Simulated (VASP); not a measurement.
# BiTe (Imm2) in VASP: single point with LDA

Aim: the single point of BiTe with LDA.

Program: VASP 6.6.1. These are calculated values, not measurements. Logs are shortened: lines on timing, memory, paths and dates and some standing lists are left out, and cuts for length are marked.

## Step 1: The cell of the first run

Symmetry: Imm2, No. 44, orthorhombic system. Conventional cell: a = 4.575 Å, b = 6.470 Å, c = 4.575 Å, α = 90.00°, β = 90.00°, γ = 90.00°. Within 4.1 Å of Bi (site symmetry mm2) lie 6 Te at 3.14 to 3.33 Å. Within 4.1 Å of Te (site symmetry mm2) lie 6 Bi at 3.14 to 3.33 Å.

## Step 2: Single point, LDA

Contents of INCAR:

```
SYSTEM = BiTe
ALGO = Normal
EDIFF = 1E-6
ENCUT = 500
GGA = CA
GGA_COMPAT = .FALSE.
ISIF = 2
ISMEAR = 1
ISYM = 0
LASPH = .TRUE.
LCHARG = .FALSE.
LREAL = .FALSE.
LWAVE = .FALSE.
NBANDS = 18
NELM = 120
PREC = Accurate
SIGMA = 0.2
```

Contents of KPOINTS:

```
Automatic mesh
0
Gamma
  3 3 3
  0.5 0.5 0.5
```

Contents of POSCAR:

```
BiTe
1.0
    0.0000000000      3.2350000000      3.2350000000
    3.2350000000      0.0000000000      3.2350000000
    3.2350000000      3.2350000000      0.0000000000
Bi Te
1 1
Direct
    0.0000000000      0.0000000000      0.0000000000
    0.5000000000      0.5000000000      0.5300000000
```

Potentials or basis: VASP PAW LDA potentials, release 64 (Bi_d, Te).

Command:

```
$ cat potpaw_LDA.64/Bi_d/POTCAR potpaw_LDA.64/Te/POTCAR > POTCAR
$ mpirun -np 1 vasp_std > vasp.out
```

OUTCAR:

```text
SYSTEM = BiTe
   EDIFF = 1E-6
   ENCUT = 500
   GGA = CA
   ISIF = 2
   ISMEAR = 1
   ISYM = 0
   LASPH = .TRUE.
   LREAL = .FALSE.
   NELM = 120
   PREC = Accurate

 ion  position               nearest neighbor table
   1  0.000  0.000  0.000-   2 3.14   2 3.14   2 3.24   2 3.24   2 3.33   2 3.33
   2  0.500  0.500  0.530-   1 3.14   1 3.14   1 3.24   1 3.24   1 3.33   1 3.33

IMPORTANT INFORMATION: All symmetrisations will be switched off!
NOSYMM: (Re-)initialisation of all symmetry stuff for point group C_1.

----------------------------------------------------------------------------------------

                                     Primitive cell

  volume of cell :      67.7100

  direct lattice vectors                    reciprocal lattice vectors
     0.000000000  3.235000000  3.235000000    -0.154559505  0.154559505  0.154559505
     3.235000000  0.000000000  3.235000000     0.154559505 -0.154559505  0.154559505
     3.235000000  3.235000000  0.000000000     0.154559505  0.154559505 -0.154559505

  length of vectors
     4.574980874  4.574980874  4.574980874     0.267704916  0.267704916  0.267704916

  position of ions in fractional coordinates (direct lattice)
     0.000000000  0.000000000  0.000000000
     0.500000000  0.500000000  0.530000000

  ion indices of the primitive-cell ions
   primitive index   ion index
                 1           1
                 2           2

----------------------------------------------------------------------------------------

 KPOINTS: Automatic mesh

Automatic generation of k-mesh.
 Grid dimensions read from file:
 generate k-points for:    3    3    3

 Generating k-lattice:

  Cartesian coordinates                     Fractional coordinates (reciprocal lattice)
    -0.051519835  0.051519835  0.051519835     0.333333333  0.000000000  0.000000000
     0.051519835 -0.051519835  0.051519835     0.000000000  0.333333333  0.000000000
     0.051519835  0.051519835 -0.051519835     0.000000000  0.000000000  0.333333333

  Length of vectors
     0.089234972  0.089234972  0.089234972

  Shift w.r.t. Gamma in fractional coordinates (k-lattice)
     0.500000000  0.500000000  0.500000000

 Subroutine IBZKPT returns following result:
 ===========================================

 Found     56 irreducible k-points:

 Following reciprocal coordinates:
            Coordinates               Weight
  0.166667  0.166667  0.166667      2.000000
  0.166667  0.000000  0.000000      2.000000
  0.000000  0.000000 -0.166667      2.000000
  0.000000  0.166667  0.000000      2.000000
  0.500000  0.166667  0.166667      2.000000
  0.166667  0.500000  0.166667      2.000000
[... 16 lines left out ...]
  0.000000 -0.333333 -0.166667      2.000000
 -0.333333  0.000000 -0.166667      2.000000
 [... further k-points ...]
   k-points           NKPTS =     56   k-points in BZ     NKDIM =     56   number of bands    NBANDS=     18
   number of dos      NEDOS =    301   number of ions     NIONS =      2
   total plane-waves  NPLWV =  46656
   dimension x,y,z NGX =    36 NGY =   36 NGZ =   36
   dimension x,y,z NGXF=    72 NGYF=   72 NGZF=   72
   ions per type =               1   1
   NGX,Y,Z   is equivalent  to a cutoff of  13.08, 13.08, 13.08 a.u.
   NGXF,Y,Z  is equivalent  to a cutoff of  26.16, 26.16, 26.16 a.u.
 SYSTEM =  BiTe
   PREC   = accura    normal or accurate (medium, high low for compatibility)
   ISTART =      0    job   : 0-new  1-cont  2-samecut
   ICHARG =      2    charge: 1-file 2-atom 10-const
   ISPIN  =      1    spin polarized calculation?
   LNONCOLLINEAR =      F non collinear calculations
   LSORBIT =      F    spin-orbit coupling
   LASPH  =      T    aspherical Exc in radial PAW
   ENCUT  =  500.0 eV  36.75 Ry    6.06 a.u.   8.34  8.34  8.34*2*pi/ulx,y,z
   NELM   =    120;   NELMIN=  2; NELMDL= -5     # of ELM steps
   EDIFF  = 0.1E-05   stopping-criterion for ELM
   LREAL  =      F    real-space projection
   EDIFFG = 0.1E-04   stopping-criterion for IOM
   NSW    =      0    number of steps for IOM
   IBRION =     -1    ionic relax: 0-MD 1-quasi-New 2-CG
   NFREE  =      0    steps in history (QN), initial steepest desc. (CG)
   ISIF   =      2    stress and relaxation
   ISYM   =      0    0-nonsym 1-usesym 2-fastsym
   POTIM  = 0.5000    time-step for ionic-motion
   TEBEG  =    0.0;   TEEND  =   0.0 temperature during run
   PSTRESS=    0.0 pullay stress
   NELECT =      21.0000    total number of electrons
   NUPDOWN=      -1.0000    fix difference up-down
   EMIN   =  10.00;   EMAX   =-10.00  energy-range for DOS
   EFERMI =   0.00;   METHOD = LEGACY
   ISMEAR =     1;   SIGMA  =   0.20  broadening in eV -4-tet -1-fermi 0-gaus
   EFERMI_NEDOS =   21; number of points for ismear=-14 and -15
   IALGO  =     38    algorithm
   IMIX   =      4    mixing-type and parameters
     AMIX     =   0.40;   BMIX     =  1.00
     AMIX_MAG =   1.60;   BMIX_MAG =  1.00
  volume/ion in A,a.u.               =      33.86       228.46
  Fermi-wavevector in a.u.,A,eV,Ry     =   1.108146  2.094092 16.707785  1.227988
  Thomas-Fermi vector in A             =   2.244669
   LORBIT       =      0    0 simple, 1 ext, 2 COOP (PROOUT), +10 PAW based schemes
   GGA     = CA    functional components
   LHFCALC =     F    Hartree Fock is set to
   AEXX    =    0.0000 exact exchange contribution
   IVDW    =     0    specifies the selected vdW correction
   LEPSILON=     F    determine dielectric tensor
   LRPA    =     F    only Hartree local field effects (RPA)
 non-spin polarized calculation
 Methfessel and Paxton  Order N= 1 SIGMA  =   0.20
  energy-cutoff  :      500.00
  volume of cell :       67.71
 maximum number of plane-waves:      1735
 NGX is ok and might be reduce to    36
   NGX = 17   NGY = 17   NGZ = 17

 number of electron      21.0000000 magnetization

 Free energy of the ion-electron system (eV)
  ---------------------------------------------------
  ext. energy  EPLUGINS =         0.00000000
  ---------------------------------------------------
  free energy    TOTEN  =        -8.46161420 eV

  energy without entropy =       -8.44139567  energy(sigma->0) =       -8.45487469

 E-fermi :   6.2268     XC(G=0):  -9.6737

 val. band max:        6.2100619821   @ k =  -0.3333  -0.3333   0.5000
 cond. band min:       6.2298291769   @ k =   0.3333   0.0000  -0.1667
 fundamental gap:      0.0197671948
 Fermi energy:         6.2268100782

 k-point     1 :       0.1667    0.1667    0.1667
  band No.  band energies     occupation
      1     -16.6566      2.00000
      2     -16.6501      2.00000
      3     -16.6398      2.00000
      4     -16.6394      2.00000
      5     -16.6339      2.00000
      6      -6.8725      2.00000
[... 10 lines left out ...]
     17      13.9447      0.00000
     18      14.3988      0.00000

 k-point     2 :       0.1667    0.0000    0.0000
  band No.  band energies     occupation
      1     -16.6566      2.00000
      2     -16.6482      2.00000
      3     -16.6413      2.00000
      4     -16.6403      2.00000
      5     -16.6333      2.00000
      6      -6.8692      2.00000
[... 10 lines left out ...]
     17      13.9444      0.00000
     18      14.3740      0.00000

 k-point     3 :       0.0000    0.0000   -0.1667
  band No.  band energies     occupation
      1     -16.6566      2.00000
      2     -16.6501      2.00000
      3     -16.6398      2.00000
      4     -16.6394      2.00000
      5     -16.6339      2.00000
      6      -6.8725      2.00000
[... 10 lines left out ...]
     17      13.9447      0.00000
     18      14.3980      0.00000

 k-point     4 :       0.0000    0.1667    0.0000
  band No.  band energies     occupation
      1     -16.6566      2.00000
      2     -16.6482      2.00000
      3     -16.6413      2.00000
      4     -16.6403      2.00000
      5     -16.6333      2.00000
      6      -6.8692      2.00000
[... 10 lines left out ...]
     17      13.9444      0.00000
     18      14.3745      0.00000

 k-point     5 :       0.5000    0.1667    0.1667
  band No.  band energies     occupation
      1     -16.6597      2.00000
      2     -16.6474      2.00000
      3     -16.6415      2.00000
      4     -16.6370      2.00000
      5     -16.6294      2.00000
      6      -5.6451      2.00000
[... 10 lines left out ...]
     17      15.3804      0.00000
     18      15.8478      0.00000

 k-point     6 :       0.1667    0.5000    0.1667
  band No.  band energies     occupation
      1     -16.6597      2.00000
      2     -16.6474      2.00000
      3     -16.6415      2.00000
      4     -16.6370      2.00000
      5     -16.6294      2.00000
      6      -5.6451      2.00000
[... 10 lines left out ...]
     17      15.3804      0.00000
     18      15.8478      0.00000

 k-point     7 :       0.1667    0.1667    0.5000
  band No.  band energies     occupation
      1     -16.6589      2.00000
      2     -16.6529      2.00000
      3     -16.6365      2.00000
      4     -16.6356      2.00000
      5     -16.6311      2.00000
      6      -5.6800      2.00000
[... 10 lines left out ...]
     17      15.3889      0.00000
     18      15.8548      0.00000

 k-point     8 :       0.1667    0.0000   -0.3333
  band No.  band energies     occupation
      1     -16.6597      2.00000
      2     -16.6507      2.00000
      3     -16.6384      2.00000
      4     -16.6358      2.00000
      5     -16.6303      2.00000
      6      -5.6699      2.00000
[... 10 lines left out ...]
     17      15.3786      0.00000
     18      15.8448      0.00000
[... 229 lines left out ...]
     17      14.6085      0.00000
     18      14.9882      0.00000

 k-point    20 :       0.1667    0.0000    0.3333
  band No.  band energies     occupation
      1     -16.6606      2.00000
      2     -16.6486      2.00000
      3     -16.6393      2.00000
      4     -16.6366      2.00000
      5     -16.6315      2.00000
      6      -6.2603      2.00000
[... 10 lines left out ...]
     17      14.6160      0.00000
     18      14.9594      0.00000

 k-point    21 :      -0.1667   -0.3333   -0.3333
  band No.  band energies     occupation
      1     -16.6606      2.00000
      2     -16.6486      2.00000
      3     -16.6393      2.00000
      4     -16.6366      2.00000
      5     -16.6315      2.00000
      6      -6.2603      2.00000
[... 10 lines left out ...]
     17      14.6160      0.00000
     18      14.9594      0.00000

 k-point    22 :       0.1667    0.3333    0.0000
  band No.  band energies     occupation
      1     -16.6552      2.00000
      2     -16.6513      2.00000
      3     -16.6445      2.00000
      4     -16.6364      2.00000
      5     -16.6292      2.00000
      6      -6.2570      2.00000
[... 10 lines left out ...]
     17      14.5911      0.00000
     18      14.9697      0.00000

 k-point    23 :       0.0000   -0.3333   -0.1667
  band No.  band energies     occupation
      1     -16.6607      2.00000
      2     -16.6449      2.00000
      3     -16.6402      2.00000
      4     -16.6400      2.00000
      5     -16.6308      2.00000
      6      -6.2489      2.00000
[... 10 lines left out ...]
     17      14.6189      0.00000
     18      14.9878      0.00000

 k-point    24 :      -0.3333    0.0000   -0.1667
  band No.  band energies     occupation
      1     -16.6607      2.00000
      2     -16.6449      2.00000
      3     -16.6402      2.00000
      4     -16.6400      2.00000
      5     -16.6308      2.00000
      6      -6.2489      2.00000
[... 10 lines left out ...]
     17      14.6189      0.00000
     18      14.9878      0.00000

 [... further k-points ...]
[... 5 lines left out ...]
  --------------------------------------------------------------------------------------
  -------------------------------------------------------------------------------------
  Total       -1.0341196     -1.0341326     -1.0707514     -0.1686074     -0.0000137      0.0000047
  in kB      -24.4696927    -24.4699990    -25.3364853     -3.9896470     -0.0003243      0.0001117
  external PRESSURE =     -24.7587256 kB  Pullay stress =       0.0000000 kB

 VOLUME and BASIS-vectors are now :
 -----------------------------------------------------------------------------
  energy-cutoff  :      500.00
  volume of cell :       67.71
      direct lattice vectors                 reciprocal lattice vectors
     0.000000000  3.235000000  3.235000000    -0.154559505  0.154559505  0.154559505
     3.235000000  0.000000000  3.235000000     0.154559505 -0.154559505  0.154559505
     3.235000000  3.235000000  0.000000000     0.154559505  0.154559505 -0.154559505

 POSITION                                       TOTAL-FORCE (eV/Angst)
 -----------------------------------------------------------------------------------
      0.00000      0.00000      0.00000         0.232402      0.232407     -0.000002
      3.33205      3.33205      3.23500        -0.232402     -0.232407      0.000002
 -----------------------------------------------------------------------------------
    total drift:                               -0.000193     -0.000186     -0.000004

  FREE ENERGIE OF THE ION-ELECTRON SYSTEM (eV)
  ---------------------------------------------------
  free  energy   TOTEN  =        -8.4616141977 eV

  energy  without entropy=       -8.4413956713  energy(sigma->0) =       -8.45487469
```

Wall time 22 s (1 thread of Intel Xeon 6975P-C (Granite Rapids), shared host); peak memory 0.21 GiB.

What came out:

```yaml
Free_energy: -8.4616 eV
Pressure: -2.5 GPa
Largest_force: 0.329 eV/Å
```

Forces on the atoms (eV/Å):
```
Bi   0.232  0.232  0.000
Te  -0.232 -0.232  0.000
```

Caveat: the k points lie up to 0.56 Å⁻¹ apart; spin-orbit coupling is left out, which moves the levels of the heavy elements.
